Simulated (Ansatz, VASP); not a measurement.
## Li2Se: VASP beside Ansatz

File INCAR:

```
  PREC = Accurate
  ENCUT = 750
  EDIFF = 1E-7
  ISMEAR = 0
  SIGMA = 0.02
  LREAL = False
  LASPH = True
  NELM = 120
  ALGO = Normal
  ISIF = 3
  LWAVE = False
  LCHARG = False
  GGA = PS
  IBRION = 2
  NSW = 100
  EDIFFG = -0.005
  GGA_COMPAT = False
  NELMIN = 4
```

KPOINTS

```
regular mesh
0
Gamma
  8 8 8
```

File POSCAR:

```
Li2Se
1.0
    0.0000000000      3.0025000000      3.0025000000
    3.0025000000      0.0000000000      3.0025000000
    3.0025000000      3.0025000000      0.0000000000
Li Se
2 1
Direct
    0.2500000000      0.2500000000      0.2500000000
    0.7500000000      0.7500000000      0.7500000000
    0.0000000000      0.0000000000      0.0000000000
```

Input for Ansatz:

```yaml
crystal:
  lattice:
    - [0.0, 3.0025, 3.0025]
    - [3.0025, 0.0, 3.0025]
    - [3.0025, 3.0025, 0.0]
  atoms:
    - { symbol: Li, position: [0.25, 0.25, 0.25] }
    - { symbol: Li, position: [0.75, 0.75, 0.75] }
    - { symbol: Se, position: [0.0, 0.0, 0.0] }
basis:
  ecutwfc: 420
kpoints:
  mp_grid: { grid: [8, 8, 8] }
hamiltonian:
  xc: pbesol
scf:
  occupations: { method: gaussian, width: 0.02 }
output:
  forces: true
  stress: true
  eigenvalues: true
  write_density: true
  write_potential: true
  elf: true
  volumetric_format: npy
relax:
  adjacent_minimum: "off"
  f_tol: 0.005
  max_steps: 80
  cell: { stress_tol: 0.05 }
```

Alike in both runs: task relaxation of cell and atoms; functional PBEsol; k mesh 8 × 8 × 8; occupations gaussian, width 0.02 eV; no spin polarisation.

|  | VASP | Ansatz |
| --- | --- | --- |
| version | VASP 6.6.1 | Ansatz 0.2.0 |
| potentials or method | VASP PAW PBE potentials, release 64 (Li_sv, Se), cutoff 750 eV | scalar-relativistic, plane waves, PAW |
| valence electrons in the cell | 12 | 22 |

```tsv
	VASP	Ansatz	Ansatz less VASP
gap on the k mesh at the Fermi level, each at its own relaxed structure (eV)	2.81	2.82	+0.006
relaxed volume (Å³/atom)	17.52	17.51	-0.015
relaxed cell length with the largest relative difference (Å)	4.205	4.204	-0.0012
```

VASP's potentials were made for PBE, not for PBEsol. VASP's potentials hold 12 valence electrons a cell and Ansatz's 22, so a difference there can come from the potentials and not from the codes.
